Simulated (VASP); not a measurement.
Here is a VASP 6.6.1 calculation.

Contents of INCAR:

```
SYSTEM = Li16HS
  ALGO = Normal
  EDIFF = 1E-7
  ENCUT = 520
  GGA = PE
  ISIF = 2
  ISMEAR = -1
  IVDW = 12
  LASPH = .TRUE.
  LCHARG = .FALSE.
  LREAL = Auto
  LWAVE = .FALSE.
  NBANDS = 42
  NELM = 100
  PREC = Accurate
  SIGMA = 0.05
```

Contents of KPOINTS:

```
k-points
0
G
  2 2 1
  0 0 0
```

Contents of POSCAR:

```
Li16HS
1.0
    6.9800000000      0.0000000000      0.0000000000
    3.4900000000      4.9356050000      0.0000000000
    0.0000000000      0.0000000000     20.4034080000
Li S H
16 1 1
Direct
   -0.2499997467      0.4999994935      0.0490114201
    0.2500002533      0.4999994935      0.0490114201
   -0.2499994935      0.9999989870      0.0490114201
    0.2500005065      0.9999989870      0.0490114201
   -0.0094533132      0.0129467411      0.1559298329
    0.4724106723      0.0043763632      0.1288902325
   -0.0207865642      0.4607135295      0.1621591844
    0.4287302148      0.5409063327      0.1612230663
   -0.2515520853      0.4941643426      0.2827076731
    0.2334691188      0.4628611893      0.2939557941
   -0.2060979670      0.9868091146      0.2069164132
    0.3038607701      0.9819059669      0.2593488304
   -0.0299315868     -0.0099076000      0.3887536827
    0.6651527611      0.0192073717      0.2896770971
    0.0595213293      0.4516163672      0.4034865156
    0.4884652947      0.5899175481      0.4010947583
    0.3810500835      0.0097049906      0.3641597521
    0.2367909884     -0.0741550428      0.3399285061
```

Potentials or basis: VASP PAW PBE potentials, release 64 (Li_sv, S, H).

Launch:

```console
$ cat potpaw_PBE.64/Li_sv/POTCAR potpaw_PBE.64/S/POTCAR potpaw_PBE.64/H/POTCAR > POTCAR
$ mpirun -np 1 vasp_std > vasp.out
```

**Question.** Predict the largest force.

**Answer.** 1.901 eV/Å.

**Question.** Estimate the dispersion energy per atom.

**Answer.** -0.141 eV.

Forces in eV/Å, atoms in the order of the input:
```
Li  -0.034 -0.014  0.029
Li  -0.078  0.047 -0.008
Li   0.222 -0.022 -0.103
Li  -0.393 -0.009 -0.551
Li   1.308  0.140 -1.131
Li   0.083 -0.025  1.021
Li   0.127  0.217  0.096
Li   0.105 -0.238  0.247
Li  -0.015 -0.286 -0.156
Li   0.098  0.427 -0.313
Li  -0.480 -0.319 -0.369
Li  -0.439 -0.005 -0.966
Li  -0.145  0.258 -0.093
Li  -0.544 -0.044  1.821
Li  -0.061 -0.055  0.152
Li  -0.013 -0.376  0.017
S    0.221  0.711  0.359
H    0.038 -0.405 -0.051
```

Caveat: the k points lie up to 0.64 Å⁻¹ apart.
